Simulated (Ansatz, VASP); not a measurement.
## Two plane-wave programs on Se

```
Se
1.0
     3.13603    0.00000    0.00000
    -1.56802    2.71588    0.00000
     0.00000    0.00000    5.12114
Se
2
Direct
  0.33333 0.66667 0.25000
  0.66667 0.33333 0.75000
```

Alike in both runs: task relaxation of cell and atoms; functional RPBE; k mesh 12 × 12 × 6; occupations fermi-dirac, width 0.1 eV; no spin polarisation.

```csv
,VASP,Ansatz
version,VASP 6.6.1,Ansatz 0.2.0
potentials or method,"VASP PAW PBE potentials, release 64 (Se), cutoff 600 eV","plane waves (420 eV) with PAW, scalar-relativistic"
valence electrons in the cell,12,32
```

```csv
,VASP,Ansatz,Ansatz less VASP
relaxed volume (Å³/atom),23.07,23.08,+0.014
relaxed length of the cell vector where the two differ most in proportion (Å),3.715,3.716,+0.0010
```

VASP's potentials were made for PBE, not for RPBE. VASP's potentials hold 12 valence electrons a cell and Ansatz's 32, so a difference there can come from the potentials and not from the codes.
